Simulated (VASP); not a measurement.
Mg4Se:

```
CELL_PARAMETERS angstrom
-5.10346 0.05491 0.06701
0.06701 0.01117 -5.16897
0.10981 -10.40304 0.02235
ATOMIC_POSITIONS crystal
Mg 0.69343 0.71781 0.84967
Mg 0.70447 0.70064 0.35370
Mg 0.28406 0.71160 0.65108
Mg 0.30056 0.71298 0.14470
Mg 0.71077 0.27538 0.64574
Mg 0.71581 0.28357 0.14940
Mg 0.28742 0.30202 0.84540
Mg 0.30819 0.29212 0.35591
Se 0.00171 0.00346 0.50366
Se 0.99357 0.00042 0.00073
```

```yaml
Program: VASP 6.6.1
Task: relaxation of cell and atoms
Functional: PBE
Potentials_or_basis: VASP PAW PBE potentials, release 64 (Mg, Se)
Cutoff: 600 eV
k_mesh: 4 × 4 × 2
Occupations: gaussian, width 0.2 eV
Spin: no spin polarisation
```

At the start: pressure -0.8 GPa; volume 27.43 Å³/atom.

Question: Where does the relaxation end?

Answer: Over 10 steps the energy falls by 14.4 meV/atom and the volume is 26.74 Å³/atom (-2.5 %); space group P1 (No. 1, to 0.1 Å) before, P-42m (No. 111, to 0.1 Å).

The path:
| step | energy change (eV) | largest force (eV/Å) | pressure (GPa) | volume (Å³) |
| --- | --- | --- | --- | --- |
| 1 | 0.0000 | 0.6704 | -0.79 | 274.35 |
| 2 | -0.0867 | 0.4165 | -0.19 | 268.98 |
| 3 | -0.1146 | 0.2167 | 0.49 | 263.94 |
| 4 | -0.1309 | 0.1271 | 0.14 | 266.49 |
| 5 | -0.1351 | 0.0964 | -0.13 | 268.71 |
| 6 | -0.1390 | 0.0594 | -0.08 | 268.12 |
| 7 | -0.1405 | 0.0519 | -0.01 | 267.46 |
| 8 | -0.1420 | 0.0407 | 0.03 | 267.10 |
| 9 | -0.1430 | 0.0433 | 0.09 | 266.55 |
| 10 | -0.1442 | 0.0216 | -0.02 | 267.45 |

Final structure:
```
CELL_PARAMETERS angstrom
-5.09798 0.00179 -0.00256
-0.00276 0.00221 -5.06458
0.00190 -10.35846 0.00394
ATOMIC_POSITIONS crystal
Mg 0.70571 0.71562 0.85223
Mg 0.71362 0.70968 0.35477
Mg 0.28513 0.70957 0.64496
Mg 0.29396 0.71123 0.14650
Mg 0.70710 0.28730 0.64734
Mg 0.71667 0.28594 0.14841
Mg 0.28213 0.29105 0.85224
Mg 0.29426 0.28841 0.35437
Se 0.00029 0.00416 0.49971
Se 0.00114 0.99704 0.99946
```
